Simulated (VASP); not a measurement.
A run of VASP 6.6.1:

The input INCAR:

```
ALGO = Normal ; EDIFF = 1E-6
ENCUT = 520 ; GGA = PE
ISIF = 2 ; ISMEAR = -1
LASPH = T ; LCHARG = T
LELF = T ; LREAL = F
LVHAR = T ; LWAVE = F
NBANDS = 17 ; NELM = 80
PREC = Accurate ; SIGMA = 0.05
```

Contents of KPOINTS:

```
k-points
0
Gamma
  8 8 8
```

Contents of POSCAR:

```
WS
1.0
    3.4676627110      0.0000000000      0.0000000000
    0.0000000000      3.4676627110      0.0000000000
    0.0000000000      0.0000000000      3.4676627110
W S
1 1
Direct
    0.5000000000      0.5000000000      0.5000000000
    0.0000000000      0.0000000000      0.0000000000
```

Potentials or basis: VASP PAW PBE potentials, release 64 (W_sv, S).

Command:

```console
$ cat potpaw_PBE.64/W_sv/POTCAR potpaw_PBE.64/S/POTCAR > POTCAR
$ mpirun -np 1 vasp_std > vasp.out
```

Hardware: 1 thread of Intel(R) Xeon(R) 6975P-C (Granite Rapids), on a shared host.

Question: How long does it take, and how much memory?

Answer: It took 9.2 s on 1 thread of Intel(R) Xeon(R) 6975P-C (Granite Rapids), on a shared host, peak memory 0.16 GiB. Counts: scf iterations 12, k points 35.
